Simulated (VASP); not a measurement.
# SiGe3 (P1) in VASP: single point with HSE06

Aim: the single point of SiGe3 with HSE06.

All numbers are computed with VASP 6.6.1; they aren't measurements. Logs are shortened: lines on timing, memory, paths and dates and some standing lists are left out, and cuts for length are marked.

## (1) The cell of the first run

The typed cell holds 64 atoms: a = 11.211 Å, b = 11.211 Å, c = 11.211 Å, α = 90.00°, β = 90.00°, γ = 90.00°.

## (2) Single point, HSE06

POSCAR reads:

```
SiGe3
1.0
   11.2111960000      0.0000000000      0.0000000000
    0.0000000000     11.2111960000      0.0000000000
    0.0000000000      0.0000000000     11.2111960000
Si Ge
16 48
Direct
    0.0008440000      0.9998980000      0.0000110000
    0.4983810000      0.9996460000      0.0001690000
    0.5008570000      0.5039040000      0.0003790000
    0.6243620000      0.6209450000      0.1254960000
    0.2485210000      0.2485980000      0.4992700000
    0.2516670000      0.7489640000      0.9982730000
    0.2517980000      0.7490710000      0.4974990000
    0.7513960000      0.2524090000      0.0025770000
    0.8727640000      0.3731420000      0.1272650000
    0.2487670000      0.9989450000      0.2486410000
    0.2496650000      0.9988170000      0.7499590000
    0.7486500000      0.4979310000      0.2444980000
    0.7489020000      0.4988120000      0.7509420000
    0.3738310000      0.6274790000      0.3767270000
    0.3763040000      0.6257160000      0.8801410000
    0.9975880000      0.2513090000      0.2474930000
    0.0021200000      0.0009180000      0.4989990000
    0.9968390000      0.4973730000      0.0028390000
    0.9994360000      0.4994380000      0.4996600000
    0.4970230000      0.9995210000      0.5000370000
    0.4976500000      0.5021970000      0.4979510000
    0.1220790000      0.1235460000      0.1272070000
    0.1286390000      0.1250180000      0.6262520000
    0.1273700000      0.6260650000      0.1229580000
    0.1281970000      0.6269910000      0.6229100000
    0.6240410000      0.1253270000      0.1206290000
    0.6247990000      0.1254520000      0.6245850000
    0.6249800000      0.6227380000      0.6283300000
    0.2500660000      0.2487450000      0.0013610000
    0.7501930000      0.2519450000      0.4989550000
    0.7468810000      0.7473150000      0.0021500000
    0.7492470000      0.7483830000      0.4999470000
    0.3774700000      0.3784910000      0.1232060000
    0.3728670000      0.3733310000      0.6227630000
    0.3734380000      0.8755990000      0.1233590000
    0.3708240000      0.8728990000      0.6257200000
    0.8734450000      0.3766400000      0.6278410000
    0.8769580000      0.8757590000      0.1224930000
    0.8755600000      0.8755080000      0.6248670000
    0.2520330000      0.5016510000      0.2524690000
    0.2530840000      0.5027240000      0.7528440000
    0.7499130000      0.0003530000      0.2480470000
    0.7498550000      0.0005890000      0.7520410000
    0.3702770000      0.1247490000      0.3733040000
    0.3745160000      0.1209980000      0.8746860000
    0.8766290000      0.1275910000      0.3727210000
    0.8757410000      0.1263520000      0.8800110000
    0.8721060000      0.6218100000      0.3704450000
    0.8724590000      0.6225940000      0.8738980000
    0.0005770000      0.2498610000      0.7510140000
    0.0010520000      0.7501940000      0.2490670000
    0.0011500000      0.7502710000      0.7506490000
    0.4994280000      0.2499790000      0.2488410000
    0.5003060000      0.2505870000      0.7515630000
    0.4987380000      0.7457410000      0.2487260000
    0.4970840000      0.7479590000      0.7531960000
    0.1238960000      0.3709530000      0.3740820000
    0.1252580000      0.3756540000      0.8763880000
    0.1292750000      0.8743830000      0.3747950000
    0.1275430000      0.8768580000      0.8772890000
    0.6255180000      0.3778820000      0.3720270000
    0.6268760000      0.3781290000      0.8788200000
    0.6235530000      0.8743040000      0.3739990000
    0.6220940000      0.8759680000      0.8779240000
```

INCAR.step1 reads:

```
SYSTEM = SiGe3
PREC = Accurate ; ENCUT = 520
EDIFF = 1E-5 ; ISMEAR = -1
SIGMA = 0.05 ; LREAL = Auto
LASPH = .TRUE. ; NELM = 60
ALGO = Normal ; ISIF = 2
LWAVE = .TRUE. ; LCHARG = .FALSE.
NBANDS = 406 ; GGA = PE
NCORE = 2
```

INCAR.step2 reads:

```
SYSTEM = SiGe3
PREC = Accurate ; ENCUT = 520
EDIFF = 1E-6 ; ISMEAR = -1
SIGMA = 0.05 ; LREAL = Auto
LASPH = .TRUE. ; NELM = 60
ALGO = Normal ; ISIF = 2
LWAVE = .FALSE. ; LCHARG = .FALSE.
GGA = PE ; LHFCALC = .TRUE.
HFSCREEN = 0.2079 ; PRECFOCK = Fast
NBANDS = 406 ; ISTART = 1
```

KPOINTS reads:

```
regular mesh
0
G
  1 1 1
  0 0 0
```

Potentials or basis: VASP PAW PBE potentials, release 64 (Si, Ge_d).

Command:

```
cat potpaw_PBE.64/Si/POTCAR potpaw_PBE.64/Ge_d/POTCAR > POTCAR
cp INCAR.step1 INCAR
mpirun -np 8 vasp_gam > vasp.out
cp INCAR.step2 INCAR
mpirun -np 8 vasp_gam > vasp.out
```

OUTCAR:

```text
SYSTEM = SiGe3
   PREC = Accurate
   ENCUT = 520
   EDIFF = 1E-6
   ISMEAR = -1
   LREAL = Auto
   LASPH = .TRUE.
   NELM = 60
   ISIF = 2
   GGA = PE
   LHFCALC = .TRUE.
   HFSCREEN = 0.2079
   PRECFOCK = Fast
   ISTART = 1

 ion  position               nearest neighbor table
   1  0.001  1.000  0.000-  38 2.40  47 2.41  22 2.41  60 2.41
   2  0.498  1.000  0.000-  64 2.39  45 2.40  26 2.41  35 2.41
   3  0.501  0.504  0.000-   4 2.37  15 2.37  33 2.41  62 2.42
   4  0.624  0.621  0.125-   3 2.37  12 2.37  31 2.41  55 2.42
   5  0.249  0.249  0.499-  23 2.40  44 2.41  57 2.41  34 2.41
   6  0.252  0.749  0.998-  15 2.37  24 2.41  60 2.41  35 2.42
[... 56 lines left out ...]
  63  0.624  0.874  0.374-  32 2.44  20 2.45  42 2.45  55 2.45
  64  0.622  0.876  0.878-   2 2.39  31 2.44  56 2.45  43 2.45

  LATTYP: Found a simple cubic cell.
 ALAT       =    11.2111960000

  Lattice vectors:

 A1 = (  11.2111960000,   0.0000000000,   0.0000000000)
 A2 = (   0.0000000000,  11.2111960000,   0.0000000000)
 A3 = (   0.0000000000,   0.0000000000,  11.2111960000)

Analysis of symmetry for initial positions (statically):
=====================================================================
 Subroutine PRICEL returns:
 Original cell was already a primitive cell.

 Routine SETGRP: Setting up the symmetry group for a
 simple cubic supercell.

 Subroutine GETGRP returns: Found  1 space group operations
 (whereof  1 operations were pure point group operations)
 out of a pool of 48 trial point group operations.

The static configuration has the point symmetry C_1 .

Analysis of symmetry for dynamics (positions and initial velocities):
=====================================================================
 Subroutine PRICEL returns:
 Original cell was already a primitive cell.

 Routine SETGRP: Setting up the symmetry group for a
 simple cubic supercell.

 Subroutine GETGRP returns: Found  1 space group operations
 (whereof  1 operations were pure point group operations)
 out of a pool of 48 trial point group operations.

The dynamic configuration has the point symmetry C_1 .

 Subroutine INISYM returns: Found  1 space group operations
 (whereof  1 operations are pure point group operations),
 and found     1 'primitive' translations
[... 203 lines left out ...]
   POTIM  = 0.5000    time-step for ionic-motion
   TEBEG  =    0.0;   TEEND  =   0.0 temperature during run
   PSTRESS=    0.0 pullay stress
   NELECT =     736.0000    total number of electrons
   NUPDOWN=      -1.0000    fix difference up-down
   EMIN   =  10.00;   EMAX   =-10.00  energy-range for DOS
   EFERMI =   0.00;   METHOD = LEGACY
   ISMEAR =    -1;   SIGMA  =   0.05  broadening in eV -4-tet -1-fermi 0-gaus
   EFERMI_NEDOS =   21; number of points for ismear=-14 and -15
   IALGO  =     38    algorithm
   IMIX   =      1    mixing-type and parameters
     AMIX     =   0.40;   BMIX     =  1.00
     AMIX_MAG =   1.60;   BMIX_MAG =  1.00
  volume/ion in A,a.u.               =      22.02       148.58
  Fermi-wavevector in a.u.,A,eV,Ry     =   1.318405  2.491424 23.649533  1.738192
  Thomas-Fermi vector in A             =   2.448377
   LORBIT       =      0    0 simple, 1 ext, 2 COOP (PROOUT), +10 PAW based schemes
   GGA     = PE    functional components
   LHFCALC =     T    Hartree Fock is set to
   PRECFOCK=fast      Normal, Fast or Accurate (Low or Medium for compatibility)
   ENCUT4O =  -1.0   cutoff for four orbital integrals eV
   NKREDX  =     1    reduce k-point grid by
   NKREDY  =     1    reduce k-point grid by
   NKREDZ  =     1    reduce k-point grid by
   AEXX    =    0.2500 exact exchange contribution
   HFSCREEN=    0.2079 screening length (either q_TF or 0.3 A-1)
   HFSCREENC=   0.2079 screening length for correlation (either q_TF or 0.3 A-1)
   ENCUTFOCK=  -1.0 apply spherical cutoff to Coloumb kernel
   IVDW    =     0    specifies the selected vdW correction
   LEPSILON=     F    determine dielectric tensor
   LRPA    =     F    only Hartree local field effects (RPA)
 non-spin polarized calculation
  energy-cutoff  :      520.00
  volume of cell :     1409.15
 maximum number of plane-waves:     18997
 NGX is ok and might be reduce to    84
  NGX = 42; NGY = 42; NGZ = 42

 number of electron     736.0000015 magnetization

 Free energy of the ion-electron system (eV)
  ---------------------------------------------------
  ext. energy  EPLUGINS =         0.00000000
  ---------------------------------------------------
  free energy    TOTEN  =      -349.23741200 eV

  energy without entropy =     -349.23729713  energy(sigma->0) =     -349.23735456

 E-fermi :   5.3949     XC(G=0):  -8.1169

 val. band max:        4.8574922731   @ k =   0.0000   0.0000   0.0000
 cond. band min:       5.9044173953   @ k =   0.0000   0.0000   0.0000
 fundamental gap:      1.0469251222
 Fermi energy:         5.3948934232

 k-point     1 :       0.0000    0.0000    0.0000
  band No.  band energies     occupation
      1     -22.9503      2.00000
      2     -22.9498      2.00000
      3     -22.9475      2.00000
      4     -22.9448      2.00000
      5     -22.9440      2.00000
      6     -22.9422      2.00000
[... 372 lines left out ...]
    379       6.4455      0.00000
    380       6.4610      0.00000
 [bands above 380 left out]

------------------------ aborting loop because EDIFF is reached ----------------------------------------

  FORCE on cell =-STRESS in cart. coord.  units (eV):
  Direction    XX          YY          ZZ          XY          YZ          ZX
  --------------------------------------------------------------------------------------
  -------------------------------------------------------------------------------------
  Total        5.8389404      5.8405140      5.8351400     -0.3562523     -0.4143530     -0.4984375
  in kB        6.6387879      6.6405770      6.6344669     -0.4050536     -0.4711131     -0.5667160
  external PRESSURE =       6.6379439 kB  Pullay stress =       0.0000000 kB

 VOLUME and BASIS-vectors are now :
 -----------------------------------------------------------------------------
  energy-cutoff  :      520.00
  volume of cell :     1409.15
      direct lattice vectors                 reciprocal lattice vectors
    11.211196000  0.000000000  0.000000000     0.089196550  0.000000000  0.000000000
     0.000000000 11.211196000  0.000000000     0.000000000  0.089196550  0.000000000
     0.000000000  0.000000000 11.211196000     0.000000000  0.000000000  0.089196550

 POSITION                                       TOTAL-FORCE (eV/Angst)
 -----------------------------------------------------------------------------------
      0.00946     11.21005      0.00012         0.019765      0.038855      0.071574
      5.58745     11.20723      0.00189         0.019440      0.030639     -0.024131
      5.61521      5.64937      0.00425         0.031644      0.021710      0.046806
      6.99984      6.96154      1.40696        -0.039795     -0.008605     -0.056517
      2.78622      2.78708      5.59741         0.014812      0.022979     -0.001323
      2.82149      8.39678     11.19183         0.052529      0.064356      0.035768
[... 56 lines left out ...]
      6.99077      9.80199      4.19298         0.009875     -0.034184      0.001599
      6.97442      9.82065      9.84258        -0.040093     -0.023125     -0.007946
 -----------------------------------------------------------------------------------
    total drift:                                0.005925      0.009364      0.001536

  FREE ENERGIE OF THE ION-ELECTRON SYSTEM (eV)
  ---------------------------------------------------
  free  energy   TOTEN  =      -349.2374120004 eV

  energy  without entropy=     -349.2372971267  energy(sigma->0) =     -349.23735456
```

Run time: 28 min. Hardware: 8 MPI ranks of Intel Xeon Platinum 8259CL at 2.50GHz (Skylake/Cascade Lake), shared host; peak memory 0.79 GiB.

What came out:

```yaml
Free_energy: -349.2374 eV
Pressure: 0.7 GPa
Largest_force: 0.090 eV/Å
Band_gap_on_the_k_mesh: 1.05 eV
```

Forces on the atoms (eV/Å):
```
Si   0.020  0.039  0.072
Si   0.019  0.031 -0.024
Si   0.032  0.022  0.047
Si  -0.040 -0.009 -0.057
Si   0.015  0.023 -0.001
Si   0.053  0.064  0.036
Si   0.027  0.014  0.055
Si  -0.006 -0.006  0.042
Si  -0.025 -0.037 -0.045
Si   0.006  0.052  0.030
Si   0.048  0.011  0.042
Si   0.030  0.041  0.050
Si   0.032  0.056  0.033
Si  -0.047 -0.040 -0.037
Si  -0.045 -0.045 -0.038
Si   0.013  0.017  0.027
Ge   0.022  0.004  0.026
Ge   0.021  0.032  0.008
Ge   0.029  0.022 -0.022
Ge   0.009  0.011  0.001
Ge   0.019 -0.005  0.039
Ge  -0.021 -0.041 -0.022
Ge  -0.018 -0.032 -0.042
Ge  -0.034 -0.030  0.007
Ge  -0.019 -0.013 -0.027
Ge   0.026  0.003 -0.005
Ge  -0.004 -0.007 -0.012
Ge  -0.015 -0.025 -0.047
Ge   0.024  0.024 -0.026
Ge  -0.024  0.005  0.033
Ge   0.038  0.009  0.013
Ge   0.013  0.011 -0.002
Ge  -0.017 -0.027 -0.017
Ge   0.004  0.020  0.018
Ge  -0.033 -0.036 -0.053
Ge  -0.014 -0.001 -0.022
Ge  -0.031 -0.016 -0.015
Ge  -0.049 -0.023 -0.022
Ge  -0.018 -0.014 -0.022
Ge  -0.028  0.021  0.013
Ge  -0.016 -0.029  0.005
Ge   0.016  0.038  0.004
Ge   0.006  0.013  0.028
Ge  -0.002 -0.006  0.022
Ge   0.002 -0.018  0.011
Ge  -0.015 -0.032 -0.040
Ge  -0.036 -0.041 -0.022
Ge   0.025  0.024  0.005
Ge  -0.008 -0.002 -0.005
Ge   0.022  0.035  0.024
Ge   0.030 -0.003  0.024
Ge   0.010  0.000  0.029
Ge   0.017  0.017 -0.013
Ge  -0.006  0.016  0.000
Ge   0.031  0.007  0.037
Ge   0.016  0.053  0.047
Ge   0.025  0.028 -0.001
Ge   0.008 -0.012 -0.017
Ge  -0.036 -0.038 -0.043
Ge  -0.036 -0.048 -0.049
Ge  -0.001 -0.028 -0.031
Ge  -0.031 -0.042 -0.040
Ge   0.010 -0.034  0.002
Ge  -0.040 -0.023 -0.008
```

Stress tensor (GPa, compression positive):
```
 0.66 -0.04 -0.06
-0.04  0.66 -0.05
-0.06 -0.05  0.66
```

Levels at points of the mesh, in eV from the valence-band top:
```tsv
k point	band 365	band 366	band 367	band 368	band 369	band 370	band 371	band 372
(0.00, 0.00, 0.00)	-1.37	-0.03	-0.02	0.00	1.05	1.14	1.19	1.21
```

Caveat: the k points lie up to 0.56 Å⁻¹ apart; the PAW data sets were made with another functional, which shifts forces and pressure a little. A k mesh can miss the band edges.
